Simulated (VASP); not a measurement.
Write the native input for VASP 6.6.1 that does the following.

| Item | Value |
| --- | --- |
| Task | single point |
| Functional | LDA |
| Potentials or basis | VASP PAW LDA potentials, release 64 (Ga_d, P) |
| Cutoff | 520 eV |
| k mesh | 8 × 8 × 8 |
| Occupations | gaussian, width 0.05 eV |
| Spin | no spin polarisation |
| Dipole correction | no |
| Further INCAR settings | ALGO = Normal; EDIFF = 1e-06; NBANDS = 16 |

The structure of GaP lies in POSCAR:

```
GaP
1.0
    0.0000000000      2.7084980845      2.7084980845
    2.7084980845      0.0000000000      2.7084980845
    2.7084980845      2.7084980845      0.0000000000
Ga P
1 1
Direct
    0.0000000000      0.0000000000      0.0000000000
    0.7500000000      0.7500000000      0.7500000000
```

One way to write it, as run:

INCAR

```
SYSTEM = GaP
PREC = Accurate
ENCUT = 520
EDIFF = 1E-6
ISMEAR = 0
SIGMA = 0.05
LREAL = .FALSE.
LASPH = .TRUE.
NELM = 100
ALGO = Normal
ISIF = 2
LWAVE = .FALSE.
LCHARG = .FALSE.
GGA = CA
NBANDS = 16
```

KPOINTS

```
regular mesh
0
G
  8 8 8
  0 0 0
```

Potentials or basis: VASP PAW LDA potentials, release 64 (Ga_d, P).

Launch:

```sh
$ cat potpaw_LDA.64/Ga_d/POTCAR potpaw_LDA.64/P/POTCAR > POTCAR
$ mpirun -np 1 vasp_std > vasp.out
```

It gave:

```yaml
Pressure: -1.2 GPa
Band_gap_on_the_k_mesh: 1.46 eV, indirect (least direct gap 1.79 eV)
```

It took 26 s on 1 thread of Intel Xeon 8259CL, with other jobs on the host, peak memory 0.15 GiB.
